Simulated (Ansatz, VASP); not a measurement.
**Fe in VASP and in Ansatz**

File INCAR:

```
ALGO = Normal
EDIFF = 1E-7
EDIFFG = -0.01
ENCUT = 600
IBRION = 2
ISIF = 3
ISMEAR = -1
ISPIN = 2
LASPH = T
LCHARG = F
LMAXMIX = 4
LORBIT = 11
LREAL = F
LWAVE = F
MAGMOM = 3
NELM = 150
NSW = 80
PREC = Accurate
SIGMA = 0.05
```

File KPOINTS:

```
k-points
0
Gamma
  13 13 13
```

The input POSCAR:

```
Fe
1.0
   -1.4430000000      1.4430000000      1.4430000000
    1.4430000000     -1.4430000000      1.4430000000
    1.4430000000      1.4430000000     -1.4430000000
Fe
1
Direct
    0.0000000000      0.0000000000      0.0000000000
```

input.yaml

```yaml
crystal:
  lattice:
    - [-1.443, 1.443, 1.443]
    - [1.443, -1.443, 1.443]
    - [1.443, 1.443, -1.443]
  atoms:
    - { symbol: Fe, position: [0.0, 0.0, 0.0], spin: 3.0 }
kpoints:
  mp_grid: { grid: [13, 13, 13] }
scf:
  occupations: { method: fermi_dirac, width: 0.05 }
hamiltonian:
  xc: lda
  pseudopotentials: { kind: all_electron, lapw: { basis_error: 0.001 } }
magnetization:
  spin_polarized: true
output:
  forces: true
  stress: true
relax:
  f_tol: 0.01
  max_steps: 60
  cell: {}
```

Alike in both runs: task relaxation of cell and atoms; functional LDA; k mesh 13 × 13 × 13; occupations fermi-dirac, width 0.05 eV; collinear spin.

```csv
,VASP,Ansatz
version,VASP 6.6.1,Ansatz 0.2.0
potentials or method,"VASP PAW LDA potentials, release 64 (Fe), cutoff 600 eV","all-electron LAPW, scalar-relativistic"
```

Ansatz gave:

| Quantity | Value |
| --- | --- |
| net moment per atom (μB) | 2.00 |
| size of the moment on the site where the two differ most (μB) | 2.02 |
| relaxed volume (Å³/atom) | 10.40 |
| relaxed cell length with the largest relative difference (Å) | 2.382 |

Task: What did VASP give for the same quantities?

Result: net moment per atom (μB): 1.98; size of the moment on the site where the two differ most (μB): 1.95; relaxed volume (Å³/atom): 10.38; relaxed cell length with the largest relative difference (Å): 2.380.

LDA's correlation is that of Perdew and Zunger in VASP and of Perdew and Wang (1992) in Ansatz. Site moments also hang on the region over which each program counts them. Ansatz ran all-electron here, and VASP with PAW potentials.
